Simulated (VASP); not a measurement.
# SnSe2 (I4_1/amd) in VASP: further runs

SnSe2 is run at these levels: r2SCAN; tasks: single point.

Program: VASP 6.6.1. These are calculated values, not measurements. Logs are shortened: lines on timing, memory, paths and dates and some standing lists are left out, and cuts for length are marked.

## (1) The cell of the first run

The structure is tetragonal, space group I4_1/amd (No. 141). Conventional cell: a = 5.629 Å, b = 5.629 Å, c = 11.023 Å, α = 90.00°, β = 90.00°, γ = 90.00°. Sn (site symmetry -4m2) has 6 Se at 2.54 to 2.82 Å within 3.4 Å. Within 3.4 Å of Se (site symmetry 2mm) lie 3 Sn at 2.54 to 2.82 Å.

## (2) Single point, r2SCAN

POSCAR reads:

```
SnSe2
1.0
   -2.8143962742      2.8143962742      5.5112834773
    2.8143962742     -2.8143962742      5.5112834773
    2.8143962742      2.8143962742     -5.5112834773
Sn Se
2 4
Direct
    0.7500000000      0.2500000000      0.5000000000
    0.0000000000      0.0000000000      0.0000000000
    0.5193771699      0.0193771699      0.5000000000
    0.7693771699      0.7693771699      0.0000000000
    0.2306228301      0.2306228301      0.0000000000
    0.9806228301      0.4806228301      0.5000000000
```

INCAR.step1 reads:

```
PREC     = Accurate       # precision mode
ENCUT    = 520            # plane-wave cutoff, eV
ISMEAR   = 0              # smearing method
SIGMA    = 0.01           # smearing width, eV
LREAL    = False          # projectors in reciprocal space
LASPH    = True           # aspherical terms in the spheres
NELM     = 80             # most SCF steps
NBANDS   = 35             # bands
GGA      = PE             # functional
ALGO     = Normal         # electronic algorithm
EDIFF    = 1E-4           # SCF threshold, eV
LWAVE    = True           # write WAVECAR
LCHARG   = False          # write CHGCAR
```

INCAR.step2 reads:

```
PREC     = Accurate       # precision mode
ENCUT    = 520            # plane-wave cutoff, eV
EDIFF    = 1E-7           # SCF threshold, eV
ISMEAR   = 0              # smearing method
SIGMA    = 0.01           # smearing width, eV
LREAL    = False          # projectors in reciprocal space
LASPH    = True           # aspherical terms in the spheres
NELM     = 80             # most SCF steps
ALGO     = Normal         # electronic algorithm
ISIF     = 2              # what is computed and relaxed
LWAVE    = False          # write WAVECAR
LCHARG   = False          # write CHGCAR
METAGGA  = R2SCAN         # meta-GGA
LMIXTAU  = True         
NBANDS   = 35             # bands
ISTART   = 1
```

KPOINTS reads:

```
Automatic mesh
0
Gamma
  6 6 6
```

Potentials or basis: VASP PAW PBE potentials, release 64 (Sn_d, Se).

The run is started by

```console
> cat potpaw_PBE.64/Sn_d/POTCAR potpaw_PBE.64/Se/POTCAR > POTCAR
> cp INCAR.step1 INCAR
> mpirun -np 1 vasp_std > vasp.out
> cp INCAR.step2 INCAR
> mpirun -np 1 vasp_std > vasp.out
```

OUTCAR:

```text
PREC = Accurate
   ENCUT = 520
   EDIFF = 1E-7
   ISMEAR = 0
   LREAL = False
   LASPH = True
   NELM = 80
   ISIF = 2
   METAGGA = R2SCAN
   ISTART = 1

 ion  position               nearest neighbor table
   1  0.750  0.250  0.500-   3 2.54   6 2.54   5 2.82   4 2.82   4 2.82   5 2.82
   2  0.000  0.000  0.000-   4 2.54   5 2.54   3 2.82   6 2.82   3 2.82   6 2.82
   3  0.519  0.019  0.500-   1 2.54   2 2.82   2 2.82
   4  0.769  0.769  0.000-   2 2.54   1 2.82   1 2.82
   5  0.231  0.231  0.000-   2 2.54   1 2.82   1 2.82
   6  0.981  0.481  0.500-   1 2.54   2 2.82   2 2.82

  LATTYP: Found a body centered tetragonal cell.
 ALAT       =     5.6287925484
 C/A-ratio  =     1.9582471480

  Lattice vectors:

 A1 = (  -2.8143962742,   2.8143962742,   5.5112834773)
 A2 = (   2.8143962742,  -2.8143962742,   5.5112834773)
 A3 = (   2.8143962742,   2.8143962742,  -5.5112834773)

Analysis of symmetry for initial positions (statically):
=====================================================================
 Subroutine PRICEL returns:
 Original cell was already a primitive cell.

 Routine SETGRP: Setting up the symmetry group for a
 body centered tetragonal supercell.

 Subroutine GETGRP returns: Found 16 space group operations
 (whereof  8 operations were pure point group operations)
 out of a pool of 16 trial point group operations.

The static configuration has the point symmetry D_2d.
 The point group associated with its full space group is D_4h.

Analysis of symmetry for dynamics (positions and initial velocities):
=====================================================================
 Subroutine PRICEL returns:
 Original cell was already a primitive cell.

 Routine SETGRP: Setting up the symmetry group for a
 body centered tetragonal supercell.

 Subroutine GETGRP returns: Found 16 space group operations
 (whereof  8 operations were pure point group operations)
 out of a pool of 16 trial point group operations.

The dynamic configuration has the point symmetry D_2d.
 The point group associated with its full space group is D_4h.

 Subroutine INISYM returns: Found 16 space group operations
 (whereof  8 operations are pure point group operations),
 and found     1 'primitive' translations

----------------------------------------------------------------------------------------

                                     Primitive cell

  volume of cell :     174.6157

[... 99 lines left out ...]
   NSW    =      0    number of steps for IOM
   IBRION =     -1    ionic relax: 0-MD 1-quasi-New 2-CG
   NFREE  =      0    steps in history (QN), initial steepest desc. (CG)
   ISIF   =      2    stress and relaxation
   ISYM   =      2    0-nonsym 1-usesym 2-fastsym
   POTIM  = 0.5000    time-step for ionic-motion
   TEBEG  =    0.0;   TEEND  =   0.0 temperature during run
   PSTRESS=    0.0 pullay stress
   NELECT =      52.0000    total number of electrons
   NUPDOWN=      -1.0000    fix difference up-down
   EMIN   =  10.00;   EMAX   =-10.00  energy-range for DOS
   EFERMI =   0.00;   METHOD = LEGACY
   ISMEAR =     0;   SIGMA  =   0.01  broadening in eV -4-tet -1-fermi 0-gaus
   EFERMI_NEDOS =   21; number of points for ismear=-14 and -15
   IALGO  =     38    algorithm
   IMIX   =      4    mixing-type and parameters
     AMIX     =   0.40;   BMIX     =  1.00
     AMIX_MAG =   1.60;   BMIX_MAG =  1.00
  volume/ion in A,a.u.               =      29.10       196.39
  Fermi-wavevector in a.u.,A,eV,Ry     =   1.093238  2.065921 16.261277  1.195170
  Thomas-Fermi vector in A             =   2.229520
   LORBIT       =      0    0 simple, 1 ext, 2 COOP (PROOUT), +10 PAW based schemes
   METAGGA = R2SCAN    functional components
   LHFCALC =     F    Hartree Fock is set to
   AEXX    =    0.0000 exact exchange contribution
   IVDW    =     0    specifies the selected vdW correction
   LEPSILON=     F    determine dielectric tensor
   LRPA    =     F    only Hartree local field effects (RPA)
 non-spin polarized calculation
 Gauss-broadening in eV      SIGMA  =   0.01
  energy-cutoff  :      520.00
  volume of cell :      174.62
 maximum number of plane-waves:      4749
 NGX is ok and might be reduce to    54
   NGX = 25   NGY = 25   NGZ = 25

 number of electron      52.0000001 magnetization

 Free energy of the ion-electron system (eV)
  ---------------------------------------------------
  ext. energy  EPLUGINS =         0.00000000
  ---------------------------------------------------
  free energy    TOTEN  =      -107.90593831 eV

  energy without entropy =     -107.90593831  energy(sigma->0) =     -107.90593831

 E-fermi :   2.8542     XC(G=0):  -9.3602

 val. band max:        2.8073572562   @ k =   0.3333   0.3333   0.1667
 cond. band min:       3.3269248749   @ k =   0.5000   0.5000   0.5000
 fundamental gap:      0.5195676187
 Fermi energy:         2.8541691180

 k-point     1 :       0.0000    0.0000    0.0000
  band No.  band energies     occupation
      1     -19.5934      2.00000
      2     -19.5876      2.00000
      3     -19.5821      2.00000
      4     -19.5335      2.00000
      5     -19.5283      2.00000
      6     -19.5199      2.00000
[... 901 lines left out ...]
     34       9.8051      0.00000
     35       9.8874      0.00000

 [... further k-points ...]

------------------------ aborting loop because EDIFF is reached ----------------------------------------

  FORCE on cell =-STRESS in cart. coord.  units (eV):
  Direction    XX          YY          ZZ          XY          YZ          ZX
  --------------------------------------------------------------------------------------
  -------------------------------------------------------------------------------------
  Total       -0.0124407     -0.0124407      0.0511237      0.0000000     -0.0000000      0.0000000
  in kB       -0.1141494     -0.1141494      0.4690827      0.0000000     -0.0000000      0.0000000
  external PRESSURE =       0.0802613 kB  Pullay stress =       0.0000000 kB

 VOLUME and BASIS-vectors are now :
 -----------------------------------------------------------------------------
  energy-cutoff  :      520.00
  volume of cell :      174.62
      direct lattice vectors                 reciprocal lattice vectors
    -2.814396274  2.814396274  5.511283477     0.000000000  0.177657995  0.090722969
     2.814396274 -2.814396274  5.511283477     0.177657995  0.000000000  0.090722969
     2.814396274  2.814396274 -5.511283477     0.177657995  0.177657995  0.000000000

 POSITION                                       TOTAL-FORCE (eV/Angst)
 -----------------------------------------------------------------------------------
      0.00000      2.81440      2.75564        -0.000000     -0.000000     -0.000000
      0.00000      0.00000      0.00000        -0.000000     -0.000000      0.000000
      0.00000      2.81440      0.21359        -0.000000      0.000000     -0.009680
      0.00000      0.00000      8.48051         0.000000     -0.000000     -0.009680
      0.00000      0.00000      2.54206         0.000000     -0.000000      0.009680
      0.00000      2.81440      5.29770        -0.000000      0.000000      0.009680
 -----------------------------------------------------------------------------------
    total drift:                               -0.000000      0.000000      0.000000

  FREE ENERGIE OF THE ION-ELECTRON SYSTEM (eV)
  ---------------------------------------------------
  free  energy   TOTEN  =      -107.9059383133 eV

  energy  without entropy=     -107.9059383133  energy(sigma->0) =     -107.90593831
```

OUTCAR.step1:

```text
PREC = Accurate
   ENCUT = 520
   ISMEAR = 0
   LREAL = False
   LASPH = True
[... 1151 lines left out ...]
      0.00000      2.81440      0.21359        -0.000000      0.000000     -0.214761
      0.00000      0.00000      8.48051         0.000000     -0.000000     -0.214761
      0.00000      0.00000      2.54206         0.000000     -0.000000      0.214761
      0.00000      2.81440      5.29770        -0.000000      0.000000      0.214761
 -----------------------------------------------------------------------------------
    total drift:                               -0.000000      0.000000      0.000000

  FREE ENERGIE OF THE ION-ELECTRON SYSTEM (eV)
  ---------------------------------------------------
  free  energy   TOTEN  =       -22.4253055777 eV

  energy  without entropy=      -22.4253055777  energy(sigma->0) =      -22.42530558
```

Run time: 46 min. Hardware: 1 thread of Intel Xeon 8259CL, shared host; peak memory 0.52 GiB.

What came out:

```yaml
Free_energy: -107.9059 eV
Pressure: 0.0 GPa
Largest_force: 0.010 eV/Å
Band_gap_on_the_k_mesh: 0.52 eV (least direct gap 0.80 eV)
```

Forces in eV/Å, atoms in the order of the input:
```
Sn   0.000  0.000  0.000
Sn   0.000  0.000  0.000
Se   0.000  0.000 -0.010
Se   0.000  0.000 -0.010
Se   0.000  0.000  0.010
Se   0.000  0.000  0.010
```

Levels at points of the mesh, in eV from the valence-band top:
```tsv
k point	band 22	band 23	band 24	band 25	band 26	band 27	band 28	band 29	band 30	band 31
(0.00, 0.00, 0.00)	-1.56	-0.84	-0.84	-0.17	-0.17	0.63	1.28	5.52	5.90	6.61
(0.50, 0.00, 0.00)	-1.09	-1.03	-0.83	-0.81	-0.80	1.59	1.84	3.07	3.69	5.81
(0.50, 0.50, 0.00)	-1.39	-0.65	-0.65	-0.10	-0.10	2.01	2.01	2.78	2.78	3.77
(0.50, 0.50, 0.50)	-2.68	-0.85	-0.85	-0.44	-0.44	0.52	0.52	5.81	5.81	6.45
```

Caveat: semilocal functionals underestimate gaps, and a narrow one can read as zero; the PAW data sets were made with another functional, which shifts forces and pressure a little; spin-orbit coupling is left out, which moves the levels of the heavy elements. A k mesh can miss the band edges.

## (3) Single point, r2SCAN (29.98 Å³/atom)

This run uses another cell than the first one, of 29.98 Å³/atom.

Edit POSCAR of step 2 so:

```diff
@@ -2,5 +2,5 @@
 1.0
-   -2.8143962742      2.8143962742      5.5112834773
-    2.8143962742     -2.8143962742      5.5112834773
-    2.8143962742      2.8143962742     -5.5112834773
+   -2.8422633962      2.8422633962      5.5658541894
+    2.8422633962     -2.8422633962      5.5658541894
+    2.8422633962      2.8422633962     -5.5658541894
 Sn Se
```

INCAR.step1 reads:

```
SYSTEM = SnSe2
PREC = Accurate
ENCUT = 520
ISMEAR = 0
SIGMA = 0.01
LREAL = .False.
LASPH = .True.
NELM = 100
NBANDS = 35
GGA = PE
ALGO = Normal
EDIFF = 1E-4
LWAVE = .True.
LCHARG = .False.
```

INCAR.step2 reads:

```
SYSTEM = SnSe2
PREC = Accurate
ENCUT = 520
EDIFF = 1E-6
ISMEAR = 0
SIGMA = 0.01
LREAL = .False.
LASPH = .True.
NELM = 100
ALGO = Normal
ISIF = 2
LWAVE = .False.
LCHARG = .False.
METAGGA = R2SCAN
LMIXTAU = .True.
NBANDS = 35
ISTART = 1
```

KPOINTS reads:

```
Automatic mesh
0
Gamma
  6 6 6
  0 0 0
```

Potentials or basis: VASP PAW PBE potentials, release 64 (Sn_d, Se).

The run is started by

```console
> cat potpaw_PBE.64/Sn_d/POTCAR potpaw_PBE.64/Se/POTCAR > POTCAR
> cp INCAR.step1 INCAR
> mpirun -np 1 vasp_std > vasp.out
> cp INCAR.step2 INCAR
> mpirun -np 1 vasp_std > vasp.out
```

OUTCAR:

```text
SYSTEM = SnSe2
   PREC = Accurate
   ENCUT = 520
   EDIFF = 1E-6
   ISMEAR = 0
   LREAL = .False.
   LASPH = .True.
   NELM = 100
   ISIF = 2
   METAGGA = R2SCAN
   ISTART = 1

 ion  position               nearest neighbor table
   1  0.750  0.250  0.500-   3 2.57   6 2.57   5 2.85   4 2.85   4 2.85   5 2.85
   2  0.000  0.000  0.000-   4 2.57   5 2.57   3 2.85   6 2.85   3 2.85   6 2.85
   3  0.519  0.019  0.500-   1 2.57   2 2.85   2 2.85
   4  0.769  0.769  0.000-   2 2.57   1 2.85   1 2.85
   5  0.231  0.231  0.000-   2 2.57   1 2.85   1 2.85
   6  0.981  0.481  0.500-   1 2.57   2 2.85   2 2.85

  LATTYP: Found a body centered tetragonal cell.
 ALAT       =     5.6845267924
 C/A-ratio  =     1.9582471480

  Lattice vectors:

 A1 = (  -2.8422633962,   2.8422633962,   5.5658541894)
 A2 = (   2.8422633962,  -2.8422633962,   5.5658541894)
 A3 = (   2.8422633962,   2.8422633962,  -5.5658541894)

Analysis of symmetry for initial positions (statically):
=====================================================================
 Subroutine PRICEL returns:
 Original cell was already a primitive cell.

 Routine SETGRP: Setting up the symmetry group for a
 body centered tetragonal supercell.

 Subroutine GETGRP returns: Found 16 space group operations
 (whereof  8 operations were pure point group operations)
 out of a pool of 16 trial point group operations.

The static configuration has the point symmetry D_2d.
 The point group associated with its full space group is D_4h.

Analysis of symmetry for dynamics (positions and initial velocities):
=====================================================================
 Subroutine PRICEL returns:
 Original cell was already a primitive cell.

 Routine SETGRP: Setting up the symmetry group for a
 body centered tetragonal supercell.

 Subroutine GETGRP returns: Found 16 space group operations
 (whereof  8 operations were pure point group operations)
 out of a pool of 16 trial point group operations.

The dynamic configuration has the point symmetry D_2d.
[... 132 lines left out ...]
   LORBIT       =      0    0 simple, 1 ext, 2 COOP (PROOUT), +10 PAW based schemes
   METAGGA = R2SCAN    functional components
   LHFCALC =     F    Hartree Fock is set to
   AEXX    =    0.0000 exact exchange contribution
   IVDW    =     0    specifies the selected vdW correction
   LEPSILON=     F    determine dielectric tensor
   LRPA    =     F    only Hartree local field effects (RPA)
 non-spin polarized calculation
 Gauss-broadening in eV      SIGMA  =   0.01
  energy-cutoff  :      520.00
  volume of cell :      179.85
 maximum number of plane-waves:      4885
 NGX is ok and might be reduce to    54
   NGX = 25   NGY = 25   NGZ = 25

 number of electron      52.0000011 magnetization

 Free energy of the ion-electron system (eV)
  ---------------------------------------------------
  ext. energy  EPLUGINS =         0.00000000
  ---------------------------------------------------
  free energy    TOTEN  =      -107.88051786 eV

  energy without entropy =     -107.88051786  energy(sigma->0) =     -107.88051786

 E-fermi :   2.6392     XC(G=0):  -9.2253

 val. band max:        2.5364315104   @ k =   0.3333   0.3333   0.1667
 cond. band min:       3.0137460576   @ k =   0.5000   0.5000   0.5000
 fundamental gap:      0.4773145472
 Fermi energy:         2.6392028194

 k-point     1 :       0.0000    0.0000    0.0000
  band No.  band energies     occupation
      1     -19.8479      2.00000
      2     -19.8380      2.00000
      3     -19.8280      2.00000
      4     -19.7906      2.00000
      5     -19.7832      2.00000
      6     -19.7805      2.00000
[... 901 lines left out ...]
     34       9.5144      0.00000
     35       9.5499      0.00000

 [... further k-points ...]

------------------------ aborting loop because EDIFF is reached ----------------------------------------

  FORCE on cell =-STRESS in cart. coord.  units (eV):
  Direction    XX          YY          ZZ          XY          YZ          ZX
  --------------------------------------------------------------------------------------
  -------------------------------------------------------------------------------------
  Total       -1.4061755     -1.4061755     -2.5277075      0.0000000     -0.0000000      0.0000000
  in kB      -12.5264974    -12.5264974    -22.5173326      0.0000000     -0.0000000      0.0000000
  external PRESSURE =     -15.8567758 kB  Pullay stress =       0.0000000 kB

 VOLUME and BASIS-vectors are now :
 -----------------------------------------------------------------------------
  energy-cutoff  :      520.00
  volume of cell :      179.85
      direct lattice vectors                 reciprocal lattice vectors
    -2.842263396  2.842263396  5.565854189     0.000000000  0.175916138  0.089833471
     2.842263396 -2.842263396  5.565854189     0.175916138  0.000000000  0.089833471
     2.842263396  2.842263396 -5.565854189     0.175916138  0.175916138  0.000000000

 POSITION                                       TOTAL-FORCE (eV/Angst)
 -----------------------------------------------------------------------------------
      0.00000      2.84226      2.78293        -0.000000     -0.000000     -0.000000
      0.00000      0.00000      0.00000        -0.000000     -0.000000      0.000000
      0.00000      2.84226      0.21570        -0.000000      0.000000      0.200826
      0.00000      0.00000      8.56448         0.000000     -0.000000      0.200826
      0.00000      0.00000      2.56723         0.000000     -0.000000     -0.200826
     -0.00000      2.84226      5.35015        -0.000000      0.000000     -0.200826
 -----------------------------------------------------------------------------------
    total drift:                               -0.000000      0.000000      0.000000

  FREE ENERGIE OF THE ION-ELECTRON SYSTEM (eV)
  ---------------------------------------------------
  free  energy   TOTEN  =      -107.8805178595 eV

  energy  without entropy=     -107.8805178595  energy(sigma->0) =     -107.88051786
```

OSZICAR.step1:

```text
N       E                     dE             d eps       ncg     rms          rms(c)
DAV:   1     0.492080448844E+03    0.49208E+03   -0.23155E+04  2141   0.163E+03
DAV:   2     0.533964508028E+02   -0.43868E+03   -0.42240E+03  2156   0.431E+02
DAV:   3    -0.192544415463E+02   -0.72651E+02   -0.70636E+02  2544   0.161E+02
DAV:   4    -0.232183726277E+02   -0.39639E+01   -0.39327E+01  2511   0.400E+01
DAV:   5    -0.233202719979E+02   -0.10190E+00   -0.10177E+00  3088   0.679E+00    0.669E+00
DAV:   6    -0.225280072563E+02    0.79226E+00   -0.11594E+00  2845   0.954E+00    0.420E+00
DAV:   7    -0.224660399894E+02    0.61967E-01   -0.41469E-01  2776   0.320E+00    0.151E+00
DAV:   8    -0.224619251650E+02    0.41148E-02   -0.42178E-02  2714   0.173E+00    0.339E-01
DAV:   9    -0.224623404535E+02   -0.41529E-03   -0.60800E-03  2800   0.621E-01    0.110E-01
DAV:  10    -0.224623686671E+02   -0.28214E-04   -0.61194E-04  2415   0.170E-01
   1 F= -.22462369E+02 E0= -.22462369E+02  d E =-.485836E-34
```

Wall time 45 min (1 thread of Intel Xeon 8259CL, shared host); peak memory 0.52 GiB.

Results:

```yaml
Free_energy: -107.8805 eV
Pressure: -1.6 GPa
Largest_force: 0.201 eV/Å
Band_gap_on_the_k_mesh: 0.48 eV (least direct gap 0.68 eV)
```

Forces on the atoms (eV/Å):
```
Sn   0.000  0.000  0.000
Sn   0.000  0.000  0.000
Se   0.000  0.000  0.201
Se   0.000  0.000  0.201
Se   0.000  0.000 -0.201
Se   0.000  0.000 -0.201
```

Stress tensor (GPa, compression positive):
```
-1.25  0.00  0.00
 0.00 -1.25  0.00
 0.00  0.00 -2.25
```

Levels at points of the mesh, in eV from the valence-band top:
```tsv
k point	band 22	band 23	band 24	band 25	band 26	band 27	band 28	band 29	band 30	band 31
(0.00, 0.00, 0.00)	-1.54	-0.79	-0.79	-0.16	-0.16	0.52	1.20	5.58	5.77	6.56
(0.50, 0.00, 0.00)	-1.07	-0.97	-0.79	-0.77	-0.75	1.50	1.72	2.98	3.61	5.68
(0.50, 0.50, 0.00)	-1.35	-0.64	-0.64	-0.09	-0.09	1.95	1.95	2.72	2.72	3.58
(0.50, 0.50, 0.50)	-2.59	-0.80	-0.80	-0.41	-0.41	0.48	0.48	5.84	5.84	6.29
```

Caveat: semilocal functionals underestimate gaps, and a narrow one can read as zero; the PAW data sets were made with another functional, which shifts forces and pressure a little; spin-orbit coupling is left out, which moves the levels of the heavy elements. A k mesh can miss the band edges.

(Part 1 of 2 ends here.)
